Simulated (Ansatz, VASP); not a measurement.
Two plane-wave programs on SnO2

```
Sn O
1.0
     3.15755    0.00000    0.00000
    -1.57878    2.73452    0.00000
     0.00000    0.00000   10.16050
Sn O
2 4
Direct
  0.88302 0.00000 0.50000
  0.11698 0.00000 0.00000
  0.54821 0.33333 0.40179
  0.78513 0.33333 0.09821
  0.21487 0.66667 0.59821
  0.45179 0.66667 0.90179
```

Change from the starting cell: mode 1 frozen in at -0.380 Å, equal normal strain along x, y and z -0.0167.

Alike in both runs: task single point; functional PBE; dispersion D3(BJ); k mesh 12 × 12 × 4; occupations gaussian, width 0.05 eV; no spin polarisation.

|  | VASP | Ansatz |
| --- | --- | --- |
| version | VASP 6.6.1 | Ansatz 0.2.0 |
| potentials or method | VASP PAW PBE potentials, release 64 (Sn_d, O), cutoff 520 eV | scalar-relativistic, plane waves, PAW |
| valence electrons in the cell | 52 | 52 |

Ansatz gave:

| Quantity | Value |
| --- | --- |
| gap on the k mesh at the Fermi level (eV) | 2.47 |
| least direct gap on the mesh (eV) | 2.88 |
| pressure (GPa) | 7.6 |
| traceless stress, the component that is largest in VASP (GPa) | -3.68 |
| rms of the force components (eV/Å) | 0.298 |

Question: Which values does VASP return?

Answer: gap on the k mesh at the Fermi level (eV): 2.45; least direct gap on the mesh (eV): 2.86; pressure (GPa): 8.3; traceless stress, the component that is largest in VASP (GPa): -4.09; rms of the force components (eV/Å): 0.327.

Atom by atom the forces differ by 0.029 eV/Å (rms over components).
